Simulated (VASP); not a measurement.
# Hf (I4/mmm) in VASP: notebook

The runs below take Hf through single point, with r2SCAN.

All numbers are computed with VASP 6.6.1; they aren't measurements. Logs are shortened: lines on timing, memory, paths and dates and some standing lists are left out, and cuts for length are marked.

**1. The cell of the first run**

The structure is tetragonal, space group I4/mmm (No. 139). The conventional cell has a = 3.140 Å, b = 3.140 Å, c = 4.573 Å, α = 90.00°, β = 90.00°, γ = 90.00°. Hf (site symmetry 4/mmm) has 12 Hf at 3.14 to 3.19 Å within 4.1 Å.

**2. Single point, r2SCAN (strain +0.0300 x Voigt [0, 0, 1, 0, 0, 0])**

POSCAR

```
Hf
1.0
    0.0000000000      2.2200000000      2.2866000000
    2.2200000000      0.0000000000      2.2866000000
    2.2200000000      2.2200000000      0.0000000000
Hf
1
Direct
    0.0000000000      0.0000000000      0.0000000000
```

INCAR.step1

```
SYSTEM = Hf
PREC = Accurate
ENCUT = 520
ISMEAR = 0
SIGMA = 0.15
LREAL = .False.
LASPH = .True.
NELM = 60
NBANDS = 11
GGA = PE
ALGO = Normal
EDIFF = 1E-4
LWAVE = .True.
LCHARG = .False.
```

INCAR.step2

```
SYSTEM = Hf
PREC = Accurate
ENCUT = 520
EDIFF = 1E-6
ISMEAR = 0
SIGMA = 0.15
LREAL = .False.
LASPH = .True.
NELM = 60
ALGO = Normal
ISIF = 2
LWAVE = .False.
LCHARG = .True.
METAGGA = R2SCAN
LMIXTAU = .True.
LELF = .True.
LVHAR = .True.
NBANDS = 11
ISTART = 1
```

KPOINTS

```
regular mesh
0
Gamma
  18 18 18
  0 0 0
```

Potentials or basis: VASP PAW PBE potentials, release 64 (Hf_pv).

Launch:

```
$ cat potpaw_PBE.64/Hf_pv/POTCAR > POTCAR
$ cp INCAR.step1 INCAR
$ mpirun -np 1 vasp_std > vasp.out
$ cp INCAR.step2 INCAR
$ mpirun -np 1 vasp_std > vasp.out
```

OUTCAR:

```text
SYSTEM = Hf
   PREC = Accurate
   ENCUT = 520
   EDIFF = 1E-6
   ISMEAR = 0
   LREAL = .False.
   LASPH = .True.
   NELM = 60
   ISIF = 2
   METAGGA = R2SCAN
   ISTART = 1

 ion  position               nearest neighbor table
   1  0.000  0.000  0.000-

  LATTYP: Found a body centered tetragonal cell.
 ALAT       =     3.1395541085
 C/A-ratio  =     1.4566399692

  Lattice vectors:

 A1 = (  -2.2200000000,   0.0000000000,   2.2866000000)
 A2 = (   2.2200000000,   0.0000000000,   2.2866000000)
 A3 = (   0.0000000000,   2.2200000000,  -2.2866000000)

Analysis of symmetry for initial positions (statically):
=====================================================================
 Subroutine PRICEL returns:
 Original cell was already a primitive cell.

 Routine SETGRP: Setting up the symmetry group for a
 body centered tetragonal supercell.

 Subroutine GETGRP returns: Found 16 space group operations
 (whereof 16 operations were pure point group operations)
 out of a pool of 16 trial point group operations.

The static configuration has the point symmetry D_4h.

Analysis of symmetry for dynamics (positions and initial velocities):
=====================================================================
 Subroutine PRICEL returns:
 Original cell was already a primitive cell.

 Routine SETGRP: Setting up the symmetry group for a
 body centered tetragonal supercell.

 Subroutine GETGRP returns: Found 16 space group operations
 (whereof 16 operations were pure point group operations)
 out of a pool of 16 trial point group operations.

The dynamic configuration has the point symmetry D_4h.

 Subroutine INISYM returns: Found 16 space group operations
 (whereof 16 operations are pure point group operations),
 and found     1 'primitive' translations

----------------------------------------------------------------------------------------

                                     Primitive cell

  volume of cell :      22.5386

  direct lattice vectors                    reciprocal lattice vectors
     0.000000000  2.220000000  2.286600000    -0.225225225  0.225225225  0.218665267
     2.220000000  0.000000000  2.286600000     0.225225225 -0.225225225  0.218665267
     2.220000000  2.220000000  0.000000000     0.225225225  0.225225225 -0.218665267

  length of vectors
     3.186995381  3.186995381  3.139554108     0.386351269  0.386351269  0.386351269

  position of ions in fractional coordinates (direct lattice)
     0.000000000  0.000000000  0.000000000

  ion indices of the primitive-cell ions
   primitive index   ion index
                 1           1

----------------------------------------------------------------------------------------

 KPOINTS: regular mesh

Automatic generation of k-mesh.
 Grid dimensions read from file:
 generate k-points for:   18   18   18

 Generating k-lattice:

  Cartesian coordinates                     Fractional coordinates (reciprocal lattice)
    -0.012512513  0.012512513  0.012148070     0.055555556  0.000000000  0.000000000
     0.012512513 -0.012512513  0.012148070     0.000000000  0.055555556  0.000000000
     0.012512513  0.012512513 -0.012148070    -0.000000000 -0.000000000  0.055555556

  Length of vectors
     0.021463959  0.021463959  0.021463959

  Shift w.r.t. Gamma in fractional coordinates (k-lattice)
     0.000000000  0.000000000  0.000000000

 Subroutine IBZKPT returns following result:
 ===========================================

 Found    480 irreducible k-points:

 Following reciprocal coordinates:
            Coordinates               Weight
  0.000000  0.000000  0.000000      1.000000
  0.055556 -0.000000  0.000000      8.000000
  0.111111 -0.000000  0.000000      8.000000
  0.166667  0.000000  0.000000      8.000000
  0.222222  0.000000  0.000000      8.000000
  0.277778  0.000000  0.000000      8.000000
[... 16 lines left out ...]
 -0.277778  0.055556  0.000000      8.000000
 -0.222222  0.055556  0.000000      8.000000
 [... further k-points ...]
   k-points           NKPTS =    480   k-points in BZ     NKDIM =    480   number of bands    NBANDS=     11
   number of dos      NEDOS =    301   number of ions     NIONS =      1
   total plane-waves  NPLWV =  13824
   dimension x,y,z NGX =    24 NGY =   24 NGZ =   24
   dimension x,y,z NGXF=    48 NGYF=   48 NGZF=   48
   ions per type =               1
   NGX,Y,Z   is equivalent  to a cutoff of  12.52, 12.52, 12.71 a.u.
   NGXF,Y,Z  is equivalent  to a cutoff of  25.04, 25.04, 25.42 a.u.
 SYSTEM =  Hf
   PREC   = accura    normal or accurate (medium, high low for compatibility)
   ISTART =      1    job   : 0-new  1-cont  2-samecut
   ICHARG =      0    charge: 1-file 2-atom 10-const
   ISPIN  =      1    spin polarized calculation?
   LNONCOLLINEAR =      F non collinear calculations
   LSORBIT =      F    spin-orbit coupling
   LASPH  =      T    aspherical Exc in radial PAW
   ENCUT  =  520.0 eV  38.22 Ry    6.18 a.u.   5.93  5.93  5.84*2*pi/ulx,y,z
   NELM   =     60;   NELMIN=  2; NELMDL=  0     # of ELM steps
   EDIFF  = 0.1E-05   stopping-criterion for ELM
   LREAL  =      F    real-space projection
[... 7 lines left out ...]
   TEBEG  =    0.0;   TEEND  =   0.0 temperature during run
   PSTRESS=    0.0 pullay stress
   NELECT =      10.0000    total number of electrons
   NUPDOWN=      -1.0000    fix difference up-down
   EMIN   =  10.00;   EMAX   =-10.00  energy-range for DOS
   EFERMI =   0.00;   METHOD = LEGACY
   ISMEAR =     0;   SIGMA  =   0.15  broadening in eV -4-tet -1-fermi 0-gaus
   EFERMI_NEDOS =   21; number of points for ismear=-14 and -15
   IALGO  =     38    algorithm
   IMIX   =      4    mixing-type and parameters
     AMIX     =   0.40;   BMIX     =  1.00
     AMIX_MAG =   1.60;   BMIX_MAG =  1.00
  volume/ion in A,a.u.               =      22.54       152.10
  Fermi-wavevector in a.u.,A,eV,Ry     =   1.248627  2.359563 21.212433  1.559070
  Thomas-Fermi vector in A             =   2.382705
   LORBIT       =      0    0 simple, 1 ext, 2 COOP (PROOUT), +10 PAW based schemes
   METAGGA = R2SCAN    functional components
   LHFCALC =     F    Hartree Fock is set to
   AEXX    =    0.0000 exact exchange contribution
   IVDW    =     0    specifies the selected vdW correction
   LEPSILON=     F    determine dielectric tensor
   LRPA    =     F    only Hartree local field effects (RPA)
 non-spin polarized calculation
 Gauss-broadening in eV      SIGMA  =   0.15
  energy-cutoff  :      520.00
  volume of cell :       22.54
 maximum number of plane-waves:       624
   NGX = 11   NGY = 11   NGZ = 11

 number of electron       9.9999999 magnetization

 Free energy of the ion-electron system (eV)
  ---------------------------------------------------
  ext. energy  EPLUGINS =         0.00000000
  ---------------------------------------------------
  free energy    TOTEN  =       -45.07018253 eV

  energy without entropy =      -45.05446070  energy(sigma->0) =      -45.06232161

 E-fermi :   4.5525     XC(G=0): -12.1352

 val. band max:        4.5512624001   @ k =  -0.3333   0.3333   0.0000
 cond. band min:       4.5541918846   @ k =  -0.4444   0.1111   0.0556
 fundamental gap:      0.0029294845
 Fermi energy:         4.5525048872

 k-point     1 :       0.0000    0.0000    0.0000
  band No.  band energies     occupation
      1     -26.5911      2.00000
      2     -26.5910      2.00000
      3     -26.5910      2.00000
      4      -2.9732      2.00000
      5       5.9322      0.00000
      6       6.2759      0.00000
      7       6.2759      0.00000
      8       8.8603      0.00000
      9       9.3666      0.00000
     10      16.3855      0.00000
     11      16.5138      0.00000

 k-point     2 :       0.0556   -0.0000    0.0000
  band No.  band energies     occupation
      1     -26.6174      2.00000
      2     -26.5949      2.00000
      3     -26.5938      2.00000
      4      -2.8618      2.00000
      5       5.9132      0.00000
      6       6.2241      0.00000
      7       6.3305      0.00000
      8       8.8070      0.00000
      9       9.2975      0.00000
     10      16.5138      0.00000
     11      16.6423      0.00000

 k-point     3 :       0.1111   -0.0000    0.0000
  band No.  band energies     occupation
      1     -26.6928      2.00000
      2     -26.6058      2.00000
      3     -26.6018      2.00000
      4      -2.5365      2.00000
      5       5.6864      0.00000
      6       6.2621      0.00000
      7       6.4763      0.00000
      8       8.6911      0.00000
      9       9.1314      0.00000
     10      16.5137      0.00000
     11      17.3181      0.00000

 k-point     4 :       0.1667    0.0000    0.0000
  band No.  band energies     occupation
      1     -26.8065      2.00000
      2     -26.6224      2.00000
      3     -26.6140      2.00000
      4      -2.0246      2.00000
      5       5.2905      0.00000
      6       6.3792      0.00000
      7       6.6492      0.00000
      8       8.6372      0.00000
      9       8.9851      0.00000
     10      16.5136      0.00000
     11      17.6854      0.00000
[... 239 lines left out ...]
 k-point    22 :      -0.3333    0.0556    0.0000
  band No.  band energies     occupation
      1     -27.2561      2.00000
      2     -26.7147      2.00000
      3     -26.6581      2.00000
      4       0.2915      2.00000
      5       4.4259      1.76743
      6       5.9469      0.00000
      7       6.4965      0.00000
      8       9.6775      0.00000
      9      10.5887      0.00000
     10      15.3354      0.00000
     11      16.5141      0.00000

 k-point    23 :      -0.2778    0.0556    0.0000
  band No.  band energies     occupation
      1     -27.1373      2.00000
      2     -26.6961      2.00000
      3     -26.6419      2.00000
      4      -0.3266      2.00000
      5       4.4676      1.57665
      6       6.1495      0.00000
      7       6.6901      0.00000
      8       9.0652      0.00000
      9       9.9447      0.00000
     10      15.9690      0.00000
     11      16.5145      0.00000

 k-point    24 :      -0.2222    0.0556    0.0000
  band No.  band energies     occupation
      1     -27.0017      2.00000
      2     -26.6736      2.00000
      3     -26.6256      2.00000
      4      -1.0349      2.00000
      5       4.7102      0.13698
      6       6.3142      0.00000
      7       6.8252      0.00000
      8       8.6452      0.00000
      9       9.3913      0.00000
     10      16.5120      0.00000
     11      16.7373      0.00000

 [... further k-points ...]

------------------------ aborting loop because EDIFF is reached ----------------------------------------

  FORCE on cell =-STRESS in cart. coord.  units (eV):
  Direction    XX          YY          ZZ          XY          YZ          ZX
  --------------------------------------------------------------------------------------
  -------------------------------------------------------------------------------------
  Total       -0.0491746     -0.0491746     -0.2913699      0.0000000     -0.0000000      0.0000000
  in kB       -3.4956308     -3.4956308    -20.7123393      0.0000000     -0.0000000      0.0000000
  external PRESSURE =      -9.2345337 kB  Pullay stress =       0.0000000 kB

 VOLUME and BASIS-vectors are now :
 -----------------------------------------------------------------------------
  energy-cutoff  :      520.00
  volume of cell :       22.54
      direct lattice vectors                 reciprocal lattice vectors
     0.000000000  2.220000000  2.286600000    -0.225225225  0.225225225  0.218665267
     2.220000000  0.000000000  2.286600000     0.225225225 -0.225225225  0.218665267
     2.220000000  2.220000000  0.000000000     0.225225225  0.225225225 -0.218665267

 POSITION                                       TOTAL-FORCE (eV/Angst)
 -----------------------------------------------------------------------------------
      0.00000      0.00000      0.00000         0.000000      0.000000      0.000000
 -----------------------------------------------------------------------------------
    total drift:                               -0.000000      0.000000      0.000000

  FREE ENERGIE OF THE ION-ELECTRON SYSTEM (eV)
  ---------------------------------------------------
  free  energy   TOTEN  =       -45.0701825291 eV

  energy  without entropy=      -45.0544606962  energy(sigma->0) =      -45.06232161
```

Wall time 6 min (1 thread of AMD EPYC 7R13 (Zen 3), shared host); peak memory 0.21 GiB.

What came out:

```
Free energy            : -45.0702 eV
Pressure               : -0.9 GPa
Band gap on the k mesh : zero (bands 5 and 6 overlap by 2.13 eV)
```

Caveat: the cell differs from its parent crystal (strain +0.0300 x Voigt [0, 0, 1, 0, 0, 0]); the PAW data sets were made with another functional, which shifts forces and pressure a little; spin-orbit coupling is left out, which moves the levels of the heavy elements.

**3. Single point, r2SCAN (strain +0.0450 x Voigt [0, 0, 1, 0, 0, 0])**

POSCAR

```
Hf
1.0
    0.0000000000      2.2200000000      2.3199000000
    2.2200000000      0.0000000000      2.3199000000
    2.2200000000      2.2200000000      0.0000000000
Hf
1
Direct
    0.0000000000      0.0000000000      0.0000000000
```

INCAR.step1

```
SYSTEM = Hf
  PREC = Accurate
  ENCUT = 520
  ISMEAR = 0
  SIGMA = 0.15
  LREAL = .False.
  LASPH = .True.
  NELM = 100
  NBANDS = 11
  GGA = PE
  ALGO = Normal
  EDIFF = 1E-4
  LWAVE = .True.
  LCHARG = .False.
```

INCAR.step2

```
SYSTEM = Hf
  PREC = Accurate
  ENCUT = 520
  EDIFF = 1E-7
  ISMEAR = 0
  SIGMA = 0.15
  LREAL = .False.
  LASPH = .True.
  NELM = 100
  ALGO = Normal
  ISIF = 2
  LWAVE = .False.
  LCHARG = .True.
  METAGGA = R2SCAN
  LMIXTAU = .True.
  LELF = .True.
  LVHAR = .True.
  NBANDS = 11
  ISTART = 1
```

KPOINTS is that of step 2.

Potentials or basis: VASP PAW PBE potentials, release 64 (Hf_pv).

Launch:

```
$ cat potpaw_PBE.64/Hf_pv/POTCAR > POTCAR
$ cp INCAR.step1 INCAR
$ mpirun -np 1 vasp_std > vasp.out
$ cp INCAR.step2 INCAR
$ mpirun -np 1 vasp_std > vasp.out
```

Run time: 6.7 min. Hardware: 1 thread of AMD EPYC 7R13 (Zen 3), shared host; peak memory 0.21 GiB.

Results (log left out):

```yaml
Free_energy: -45.0639 eV
Pressure: -2.4 GPa
Band_gap_on_the_k_mesh: zero (bands 5 and 6 overlap by 2.04 eV)
```

Stress tensor (GPa, compression positive):
```
-1.53  0.00  0.00
 0.00 -1.53  0.00
 0.00  0.00 -4.06
```

Levels at points of the mesh, in eV from the Fermi level:
| k point | band 2 | band 3 | band 4 | band 5 | band 6 | band 7 | band 8 | band 9 |
| --- | --- | --- | --- | --- | --- | --- | --- | --- |
| (0.00, 0.00, 0.00) | -31.20 | -31.20 | -7.47 | 1.27 | 1.78 | 1.78 | 4.12 | 4.87 |
| (0.50, 0.00, 0.00) | -31.32 | -31.28 | -3.66 | 0.31 | 1.14 | 1.70 | 6.38 | 6.67 |
| (0.50, 0.50, 0.00) | -31.44 | -31.44 | -3.29 | -1.99 | 1.84 | 6.65 | 7.09 | 7.09 |
| (0.50, 0.00, 0.50) | -31.53 | -31.46 | -3.19 | -2.11 | 2.58 | 6.54 | 6.80 | 7.37 |

Caveat: the cell differs from its parent crystal (strain +0.0450 x Voigt [0, 0, 1, 0, 0, 0]); the PAW data sets were made with another functional, which shifts forces and pressure a little; spin-orbit coupling is left out, which moves the levels of the heavy elements.
